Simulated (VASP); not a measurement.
**Pb2S: single point with PBE**

Pb2S, a slab with vacuum:

```
CELL_PARAMETERS angstrom
4.12996 0.00000 0.00000
0.05727 4.12956 0.00000
0.00000 0.00000 35.22475
ATOMIC_POSITIONS crystal
Pb 0.34127 0.34127 0.21292
Pb 0.02603 0.02603 0.45467
Pb 0.52492 0.52492 0.54533
Pb 0.20968 0.20968 0.78708
S 0.52577 0.52577 0.46722
S 0.02518 0.02518 0.53278
```

```json
{"Program": "VASP 6.6.1", "Task": "single point", "Functional": "PBE", "Potentials or basis": "VASP PAW PBE potentials, release 64 (Pb_d, S)", "Cutoff": "520 eV", "k mesh": "7 × 7 × 1", "Occupations": "fermi-dirac, width 0.05 eV", "Spin": "no spin polarisation", "Dipole correction": "yes", "Further INCAR settings": "ALGO = Normal; EDIFF = 1e-06; NBANDS = 43"}
```

The largest force is 0.410 eV/Å. The band gap on the k mesh is zero (band 34 reaches -0.93 eV, above the bottom of band 35 at -1.38 eV).

Forces on the atoms (eV/Å):
```
Pb   0.000  0.000  0.000
Pb  -0.001 -0.001  0.410
Pb   0.001  0.001 -0.410
Pb   0.000  0.000  0.000
S   -0.003 -0.003  0.065
S    0.003  0.003 -0.065
```

Levels at points of the mesh, in eV from the Fermi level:
```csv
k point,band 31,band 32,band 33,band 34,band 35,band 36,band 37,band 38
"(0.00, 0.00, 0.00)",-1.60,-0.47,-0.47,-0.28,1.02,2.61,2.61,2.64
```

It took 8.2 min on 1 thread of Intel(R) Xeon(R) Platinum 8559C (Emerald Rapids), on a shared host, peak memory 0.75 GiB.

Caveat: spin-orbit coupling is left out, which moves the levels of the heavy elements.
